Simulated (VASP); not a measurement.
Write the native input for VASP 6.6.1 that does the following.

```
Task                   : single point
Functional             : r2SCAN
Potentials or basis    : VASP PAW PBE potentials, release 64 (In_d, Sb)
Cutoff                 : 520 eV
k mesh                 : 10 × 10 × 10
Occupations            : gaussian, width 0.03 eV
Spin                   : no spin polarisation
Dipole correction      : no
Further INCAR settings : ALGO = Normal; EDIFF = 1e-06; NBANDS = 16
```

Crystal: InSb.

```
In Sb
1.0
     0.00000    3.10954    3.10954
     3.10954    0.00000    3.10954
     3.10954    3.10954    0.00000
In Sb
1 1
Direct
  0.00000 0.00000 0.00000
  0.75000 0.75000 0.75000
```

This cell differs from its parent crystal: strain -0.040 along x and y, -0.040 along z.

The input as run:

POSCAR

```
InSb
1.0
    0.0000000000      3.1095360000      3.1095360000
    3.1095360000      0.0000000000      3.1095360000
    3.1095360000      3.1095360000      0.0000000000
In Sb
1 1
Direct
    0.0000000000      0.0000000000      0.0000000000
    0.7500000000      0.7500000000      0.7500000000
```

INCAR.step1

```
SYSTEM = InSb
ALGO = Normal ; EDIFF = 1E-4
ENCUT = 520 ; GGA = PE
ISMEAR = 0 ; LASPH = .True.
LCHARG = .False. ; LREAL = .False.
LWAVE = .True. ; NBANDS = 16
NELM = 100 ; PREC = Accurate
SIGMA = 0.03
```

INCAR.step2

```
SYSTEM = InSb
ALGO = Normal ; EDIFF = 1E-6
ENCUT = 520 ; ISIF = 2
ISMEAR = 0 ; ISTART = 1
LASPH = .True. ; LCHARG = .True.
LELF = .True. ; LMIXTAU = .True.
LREAL = .False. ; LVHAR = .True.
LWAVE = .False. ; METAGGA = R2SCAN
NBANDS = 16 ; NELM = 100
PREC = Accurate ; SIGMA = 0.03
```

KPOINTS

```
k-points
0
Gamma
  10 10 10
  0 0 0
```

Potentials or basis: VASP PAW PBE potentials, release 64 (In_d, Sb).

Launch:

```bash
$ cat potpaw_PBE.64/In_d/POTCAR potpaw_PBE.64/Sb/POTCAR > POTCAR
$ cp INCAR.step1 INCAR
$ mpirun -np 1 vasp_std > vasp.out
$ cp INCAR.step2 INCAR
$ mpirun -np 1 vasp_std > vasp.out
```

It gave:

* Pressure: 10.1 GPa
* Band gap on the k mesh: 1.02 eV, direct

Caveat: the cell differs from its parent crystal (strain -0.040 along x and y, -0.040 along z); the PAW data sets were made with another functional, which shifts forces and pressure a little; spin-orbit coupling is left out, which moves the levels of the heavy elements.

Run time: 83 s on 1 thread of Intel(R) Xeon(R) 6975P-C (Granite Rapids) (shared host), peak memory 0.23 GiB.
